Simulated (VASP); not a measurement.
# GaN (Cm) in VASP: a series of runs

GaN is run at these levels: r2SCAN; tasks: single point.

All numbers are computed with VASP 6.6.1; they aren't measurements. Logs are shortened: lines on timing, memory, paths and dates and some standing lists are left out, and cuts for length are marked.

## 1. The cell of the first run

The structure is monoclinic, space group Cm (No. 8). The conventional cell has a = 5.508 Å, b = 3.180 Å, c = 5.166 Å, α = 90.00°, β = 90.00°, γ = 90.00°. Within 2.4 Å of Ga (site symmetry m) lie 4 N at 1.79 to 2.10 Å. Ga (site symmetry m) has 4 N at 1.85 to 2.10 Å within 2.4 Å. N (site symmetry m) has 4 Ga at 1.85 to 2.10 Å within 2.4 Å. N (site symmetry m) has 4 Ga at 1.79 to 2.10 Å within 2.4 Å.

## 2. Single point, r2SCAN

The input, POSCAR:

```
GaN
1.0
    3.1799996605      0.0000000000      0.0000000000
   -1.5899998303      2.7539604900      0.0000000000
    0.0000000000      0.0000000000      5.1660000000
Ga N
2 2
Direct
    0.2912593389      0.6456296694     -0.0315554958
    0.6245926722      0.3122963361      0.4684445042
    0.3333333333      0.6666666667      0.3750000000
    0.6666666667      0.3333333333      0.8750000000
```

The input, INCAR.step1:

```
  PREC = Accurate
  ENCUT = 520
  ISMEAR = 0
  SIGMA = 0.05
  LREAL = False
  LASPH = True
  NELM = 80
  NBANDS = 26
  GGA = PE
  ALGO = Normal
  EDIFF = 1E-4
  LWAVE = True
  LCHARG = False
```

The input, INCAR.step2:

```
  PREC = Accurate
  ENCUT = 520
  EDIFF = 1E-7
  ISMEAR = 0
  SIGMA = 0.05
  LREAL = False
  LASPH = True
  NELM = 80
  ALGO = Normal
  ISIF = 2
  LWAVE = False
  LCHARG = True
  METAGGA = R2SCAN
  LMIXTAU = True
  LELF = True
  LVHAR = True
  NBANDS = 26
  ISTART = 1
```

The input, KPOINTS:

```
Automatic mesh
0
Gamma
  12 12 6
```

Potentials or basis: VASP PAW PBE potentials, release 64 (Ga_d, N).

On the command line:

```console
cat potpaw_PBE.64/Ga_d/POTCAR potpaw_PBE.64/N/POTCAR > POTCAR
cp INCAR.step1 INCAR
mpirun -np 1 vasp_std > vasp.out
cp INCAR.step2 INCAR
mpirun -np 1 vasp_std > vasp.out
```

OUTCAR:

```text
PREC = Accurate
   ENCUT = 520
   EDIFF = 1E-7
   ISMEAR = 0
   LREAL = False
   LASPH = True
   NELM = 80
   ISIF = 2
   METAGGA = R2SCAN
   ISTART = 1

 ion  position               nearest neighbor table
   1  0.291  0.646  0.968-   4 1.79   4 1.96   4 1.96   3 2.10
   2  0.625  0.312  0.468-   3 1.85   3 1.85   3 2.01   4 2.10
   3  0.333  0.667  0.375-   2 1.85   2 1.85   2 2.01   1 2.10
   4  0.667  0.333  0.875-   1 1.79   1 1.96   1 1.96   2 2.10

  LATTYP: Found a hexagonal cell.
 ALAT       =     3.1799996605
 C/A-ratio  =     1.6245284753

  Lattice vectors:

 A1 = (   3.1799996605,   0.0000000000,   0.0000000000)
 A2 = (  -1.5899998303,   2.7539604900,   0.0000000000)
 A3 = (   0.0000000000,   0.0000000000,   5.1660000000)

Analysis of symmetry for initial positions (statically):
=====================================================================
 Subroutine PRICEL returns:
 Original cell was already a primitive cell.

 Routine SETGRP: Setting up the symmetry group for a
 hexagonal supercell.

 Subroutine GETGRP returns: Found  2 space group operations
 (whereof  2 operations were pure point group operations)
 out of a pool of 24 trial point group operations.

The static configuration has the point symmetry C_1h.

Analysis of symmetry for dynamics (positions and initial velocities):
=====================================================================
 Subroutine PRICEL returns:
 Original cell was already a primitive cell.

 Routine SETGRP: Setting up the symmetry group for a
 hexagonal supercell.

 Subroutine GETGRP returns: Found  2 space group operations
 (whereof  2 operations were pure point group operations)
 out of a pool of 24 trial point group operations.

The dynamic configuration has the point symmetry C_1h.

 Subroutine INISYM returns: Found  2 space group operations
 (whereof  2 operations are pure point group operations),
 and found     1 'primitive' translations

----------------------------------------------------------------------------------------

                                     Primitive cell

  volume of cell :      45.2417

  direct lattice vectors                    reciprocal lattice vectors
     3.179999661  0.000000000  0.000000000     0.314465442  0.181556708  0.000000000
    -1.589999830  2.753960490  0.000000000     0.000000000  0.363113416  0.000000000
     0.000000000  0.000000000  5.166000000     0.000000000  0.000000000  0.193573364

  length of vectors
     3.179999661  3.179999661  5.166000000     0.363113416  0.363113416  0.193573364

  position of ions in fractional coordinates (direct lattice)
     0.291259339  0.645629669  0.968444504
     0.624592672  0.312296336  0.468444504
     0.333333333  0.666666667  0.375000000
     0.666666667  0.333333333  0.875000000

  ion indices of the primitive-cell ions
   primitive index   ion index
                 1           1
                 2           2
                 3           3
                 4           4

----------------------------------------------------------------------------------------

 KPOINTS: Automatic mesh

Automatic generation of k-mesh.
 Grid dimensions read from file:
 generate k-points for:   12   12    6

 Generating k-lattice:

  Cartesian coordinates                     Fractional coordinates (reciprocal lattice)
     0.026205454  0.015129726  0.000000000     0.083333333  0.000000000  0.000000000
     0.000000000  0.030259451  0.000000000     0.000000000  0.083333333  0.000000000
     0.000000000  0.000000000  0.032262227     0.000000000  0.000000000  0.166666667

  Length of vectors
     0.030259451  0.030259451  0.032262227

  Shift w.r.t. Gamma in fractional coordinates (k-lattice)
     0.000000000  0.000000000  0.000000000

 Subroutine IBZKPT returns following result:
 ===========================================

 Found    242 irreducible k-points:

 Following reciprocal coordinates:
            Coordinates               Weight
  0.000000  0.000000  0.000000      1.000000
  0.083333  0.000000  0.000000      2.000000
  0.000000  0.083333  0.000000      4.000000
  0.166667  0.000000  0.000000      2.000000
  0.000000  0.166667  0.000000      4.000000
  0.250000  0.000000  0.000000      2.000000
[... 16 lines left out ...]
 -0.083333  0.416667  0.000000      4.000000
 -0.416667  0.333333  0.000000      4.000000
 [... further k-points ...]
   k-points           NKPTS =    242   k-points in BZ     NKDIM =    242   number of bands    NBANDS=     26
   number of dos      NEDOS =    301   number of ions     NIONS =      4
   total plane-waves  NPLWV =  23040
   dimension x,y,z NGX =    24 NGY =   24 NGZ =   40
   dimension x,y,z NGXF=    48 NGYF=   48 NGZF=   80
   ions per type =               2   2
   NGX,Y,Z   is equivalent  to a cutoff of  12.55, 12.55, 12.87 a.u.
   NGXF,Y,Z  is equivalent  to a cutoff of  25.09, 25.09, 25.74 a.u.
 SYSTEM =  unknown system
   PREC   = accura    normal or accurate (medium, high low for compatibility)
   ISTART =      1    job   : 0-new  1-cont  2-samecut
   ICHARG =      0    charge: 1-file 2-atom 10-const
   ISPIN  =      1    spin polarized calculation?
   LNONCOLLINEAR =      F non collinear calculations
   LSORBIT =      F    spin-orbit coupling
   LASPH  =      T    aspherical Exc in radial PAW
   ENCUT  =  520.0 eV  38.22 Ry    6.18 a.u.   5.91  5.91  9.61*2*pi/ulx,y,z
   NELM   =     80;   NELMIN=  2; NELMDL=  0     # of ELM steps
   EDIFF  = 0.1E-06   stopping-criterion for ELM
   LREAL  =      F    real-space projection
   EDIFFG = 0.1E-05   stopping-criterion for IOM
   NSW    =      0    number of steps for IOM
   IBRION =     -1    ionic relax: 0-MD 1-quasi-New 2-CG
   NFREE  =      0    steps in history (QN), initial steepest desc. (CG)
   ISIF   =      2    stress and relaxation
   ISYM   =      2    0-nonsym 1-usesym 2-fastsym
   POTIM  = 0.5000    time-step for ionic-motion
   TEBEG  =    0.0;   TEEND  =   0.0 temperature during run
   PSTRESS=    0.0 pullay stress
   NELECT =      36.0000    total number of electrons
   NUPDOWN=      -1.0000    fix difference up-down
   EMIN   =  10.00;   EMAX   =-10.00  energy-range for DOS
   EFERMI =   0.00;   METHOD = LEGACY
   ISMEAR =     0;   SIGMA  =   0.05  broadening in eV -4-tet -1-fermi 0-gaus
   EFERMI_NEDOS =   21; number of points for ismear=-14 and -15
   IALGO  =     38    algorithm
   IMIX   =      4    mixing-type and parameters
     AMIX     =   0.40;   BMIX     =  1.00
     AMIX_MAG =   1.60;   BMIX_MAG =  1.00
  volume/ion in A,a.u.               =      11.31        76.33
  Fermi-wavevector in a.u.,A,eV,Ry     =   1.517036  2.866783 31.312431  2.301399
  Thomas-Fermi vector in A             =   2.626346
   LORBIT       =      0    0 simple, 1 ext, 2 COOP (PROOUT), +10 PAW based schemes
   METAGGA = R2SCAN    functional components
   LHFCALC =     F    Hartree Fock is set to
   AEXX    =    0.0000 exact exchange contribution
   IVDW    =     0    specifies the selected vdW correction
   LEPSILON=     F    determine dielectric tensor
   LRPA    =     F    only Hartree local field effects (RPA)
 non-spin polarized calculation
 Gauss-broadening in eV      SIGMA  =   0.05
  energy-cutoff  :      520.00
  volume of cell :       45.24
 maximum number of plane-waves:      1236
   NGX = 11   NGY = 11   NGZ = 19

 number of electron      35.9999998 magnetization

 Free energy of the ion-electron system (eV)
  ---------------------------------------------------
  ext. energy  EPLUGINS =         0.00000000
  ---------------------------------------------------
  free energy    TOTEN  =       -43.35346238 eV

  energy without entropy =      -43.35346238  energy(sigma->0) =      -43.35346238

 E-fermi :   5.6517     XC(G=0): -12.6862

 val. band max:        5.3810115427   @ k =   0.0000   0.0000   0.0000
 cond. band min:       7.5982461657   @ k =   0.0000   0.0000   0.0000
 fundamental gap:      2.2172346230
 Fermi energy:         5.6516913942

 k-point     1 :       0.0000    0.0000    0.0000
  band No.  band energies     occupation
      1     -11.8239      2.00000
      2     -10.8872      2.00000
      3      -8.7529      2.00000
      4      -8.7347      2.00000
      5      -8.6795      2.00000
      6      -8.6746      2.00000
[... 18 lines left out ...]
     25      17.6701      0.00000
     26      17.7293      0.00000

 k-point     2 :       0.0833    0.0000    0.0000
  band No.  band energies     occupation
      1     -11.7527      2.00000
      2     -10.8589      2.00000
      3      -8.7399      2.00000
      4      -8.7331      2.00000
      5      -8.6691      2.00000
      6      -8.6617      2.00000
[... 18 lines left out ...]
     25      17.3480      0.00000
     26      17.8797      0.00000

 k-point     3 :       0.0000    0.0833    0.0000
  band No.  band energies     occupation
      1     -11.7518      2.00000
      2     -10.8572      2.00000
      3      -8.7590      2.00000
      4      -8.7163      2.00000
      5      -8.6748      2.00000
      6      -8.6569      2.00000
[... 18 lines left out ...]
     25      17.2863      0.00000
     26      17.9600      0.00000

 k-point     4 :       0.1667    0.0000    0.0000
  band No.  band energies     occupation
      1     -11.5568      2.00000
      2     -10.7865      2.00000
      3      -8.7158      2.00000
      4      -8.7061      2.00000
      5      -8.6401      2.00000
      6      -8.6133      2.00000
[... 18 lines left out ...]
     25      17.0616      0.00000
     26      18.3724      0.00000

 k-point     5 :       0.0000    0.1667    0.0000
  band No.  band energies     occupation
      1     -11.5532      2.00000
      2     -10.7802      2.00000
      3      -8.7503      2.00000
      4      -8.6756      2.00000
      5      -8.6516      2.00000
      6      -8.6124      2.00000
[... 18 lines left out ...]
     25      17.0543      0.00000
     26      18.4395      0.00000

 k-point     6 :       0.2500    0.0000    0.0000
  band No.  band energies     occupation
      1     -11.2906      2.00000
      2     -10.7003      2.00000
      3      -8.6804      2.00000
      4      -8.6661      2.00000
      5      -8.5824      2.00000
      6      -8.5500      2.00000
[... 427 lines left out ...]
 k-point    21 :      -0.3333    0.2500    0.0000
  band No.  band energies     occupation
      1     -11.1158      2.00000
      2     -10.6437      2.00000
      3      -8.6898      2.00000
      4      -8.6238      2.00000
      5      -8.5707      2.00000
      6      -8.5164      2.00000
[... 18 lines left out ...]
     25      17.3004      0.00000
     26      19.3188      0.00000

 k-point    22 :       0.3333    0.0833    0.0000
  band No.  band energies     occupation
      1     -10.9137      2.00000
      2     -10.6025      2.00000
      3      -8.6442      2.00000
      4      -8.6329      2.00000
      5      -8.4999      2.00000
      6      -8.4776      2.00000
[... 18 lines left out ...]
     25      17.3272      0.00000
     26      19.5511      0.00000

 k-point    23 :      -0.0833    0.4167    0.0000
  band No.  band energies     occupation
      1     -10.8981      2.00000
      2     -10.5805      2.00000
      3      -8.6710      2.00000
      4      -8.6177      2.00000
      5      -8.5118      2.00000
      6      -8.4821      2.00000
[... 18 lines left out ...]
     25      17.3193      0.00000
     26      19.6228      0.00000

 k-point    24 :      -0.4167    0.3333    0.0000
  band No.  band energies     occupation
      1     -10.8979      2.00000
      2     -10.5882      2.00000
      3      -8.6653      2.00000
      4      -8.6161      2.00000
      5      -8.5154      2.00000
      6      -8.4869      2.00000
[... 18 lines left out ...]
     25      17.3044      0.00000
     26      19.6121      0.00000

 [... further k-points ...]
[... 5 lines left out ...]
  --------------------------------------------------------------------------------------
  -------------------------------------------------------------------------------------
  Total        3.2598606      2.8977516     -0.9863268      0.3135956      0.6739188      1.1672622
  in kB      115.4437529    102.6201294    -34.9294905     11.1055838     23.8659630     41.3370814
  external PRESSURE =      61.0447973 kB  Pullay stress =       0.0000000 kB

 VOLUME and BASIS-vectors are now :
 -----------------------------------------------------------------------------
  energy-cutoff  :      520.00
  volume of cell :       45.24
      direct lattice vectors                 reciprocal lattice vectors
     3.179999661  0.000000000  0.000000000     0.314465442  0.181556708  0.000000000
    -1.589999830  2.753960490  0.000000000     0.000000000  0.363113416  0.000000000
     0.000000000  0.000000000  5.166000000     0.000000000  0.000000000  0.193573364

 POSITION                                       TOTAL-FORCE (eV/Angst)
 -----------------------------------------------------------------------------------
     -0.10035      1.77804      5.00298         2.227536      1.286069      1.447648
      1.48965      0.86005      2.41998         1.487223      0.858649      1.392404
     -0.00000      1.83597      1.93725        -1.475495     -0.851877     -1.392705
      1.59000      0.91799      4.52025        -2.239265     -1.292840     -1.447347
 -----------------------------------------------------------------------------------
    total drift:                               -0.004440     -0.002556      0.020685

  FREE ENERGIE OF THE ION-ELECTRON SYSTEM (eV)
  ---------------------------------------------------
  free  energy   TOTEN  =       -43.3534623838 eV

  energy  without entropy=      -43.3534623838  energy(sigma->0) =      -43.35346238
```

Wall time 16 min (1 thread of Oxide Virtual Turin-like, shared host); peak memory 0.31 GiB.

Results:

```yaml
Free_energy: -43.3535 eV
Pressure: 6.1 GPa
Largest_force: 2.963 eV/Å
Band_gap_on_the_k_mesh: 2.22 eV, direct
```

Forces in eV/Å, atoms in the order of the input:
```
Ga   2.228  1.286  1.448
Ga   1.487  0.859  1.392
N   -1.475 -0.852 -1.393
N   -2.239 -1.293 -1.447
```

Stress tensor (GPa, compression positive):
```
11.54  1.11  4.13
 1.11 10.26  2.39
 4.13  2.39 -3.49
```

Caveat: the cell differs from its parent crystal (all Ga atoms moved +0.200 Å, as atom 1 towards its neighbour atom 2 (Ga) at 3.169 Å); the PAW data sets were made with another functional, which shifts forces and pressure a little.

(Part 1 of 2 ends here.)
